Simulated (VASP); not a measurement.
**Rh: single point with r2SCAN**

Crystal: Rh.

```xyz
1
Lattice="1.7766 1.0257 1.4502 -1.7766 1.0257 1.4502 0.0000 -2.0514 1.4502" Properties=species:S:1:pos:R:3 pbc="T T T"
Rh    0.0000    0.0000    2.1753
```

This isn't the form of Rh at room conditions, which is fcc.

```
Program                : VASP 6.6.1
Task                   : single point
Functional             : r2SCAN
Potentials or basis    : VASP PAW PBE potentials, release 64 (Rh_pv)
Cutoff                 : 520 eV
k mesh                 : 21 × 21 × 21
Occupations            : gaussian, width 0.1 eV
Spin                   : no spin polarisation
Dipole correction      : no
Further INCAR settings : ALGO = Normal; EDIFF = 1e-06; NBANDS = 14
```

- Pressure: 1.0 GPa
- Band gap on the k mesh: zero (an odd number of electrons rules out a gap without spin polarisation)

Levels at points of the mesh, in eV from the Fermi level:
```
           k point  band 6  band 7  band 8  band 9  band 10  band 11
(0.00, 0.00, 0.00)   -5.48    0.80    0.80    0.80    17.79    17.79
```

Run time: 3.4 min on 1 thread of Intel(R) Xeon(R) 6975P-C (Granite Rapids) (shared host), peak memory 0.28 GiB.

Caveat: the PAW data sets were made with another functional, which shifts forces and pressure a little.
